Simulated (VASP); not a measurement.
Set up this calculation in VASP 6.6.1, as the native input.

```
Task                   : single point
Functional             : LDA
Potentials or basis    : VASP PAW LDA potentials, release 64 (Si)
Cutoff                 : 520 eV
k mesh                 : 10 × 10 × 10
Occupations            : gaussian, width 0.01 eV
Spin                   : no spin polarisation
Dipole correction      : no
Further INCAR settings : ALGO = Normal; EDIFF = 1e-06; NBANDS = 16
```

The structure of Si lies in POSCAR:

```
Si
1.0
   -3.3012718583      3.3012718583      1.9083649480
    3.3012718583     -3.3012718583      1.9083649480
    3.3012718583      3.3012718583     -1.9083649480
Si
4
Direct
    0.1788433299      0.1788433299      0.3576866598
    0.8211566701      0.8211566701      0.6423133402
    0.1788433299      0.8211566701      0.0000000000
    0.8211566701      0.1788433299      0.0000000000
```

One way to write it, as run:

INCAR

```
SYSTEM = Si
PREC = Accurate
ENCUT = 520
EDIFF = 1E-6
ISMEAR = 0
SIGMA = 0.01
LREAL = .False.
LASPH = .True.
NELM = 80
ALGO = Normal
ISIF = 2
LWAVE = .False.
LCHARG = .False.
NBANDS = 16
```

KPOINTS

```
Automatic mesh
0
Gamma
  10 10 10
  0 0 0
```

Potentials or basis: VASP PAW LDA potentials, release 64 (Si).

Launch:

```bash
$ cat potpaw_LDA.64/Si/POTCAR > POTCAR
$ mpirun -np 1 vasp_std > vasp.out
```

Results of the run:

```json
{
 "Pressure": "0.1 GPa",
 "Band gap on the k mesh": "0.20 eV (least direct gap 0.26 eV)"
}
```

Caveat: semilocal functionals underestimate gaps, and a narrow one can read as zero.

Wall time 3.5 min on 1 thread of Intel Xeon 8259CL, on a shared host, peak memory 0.25 GiB.
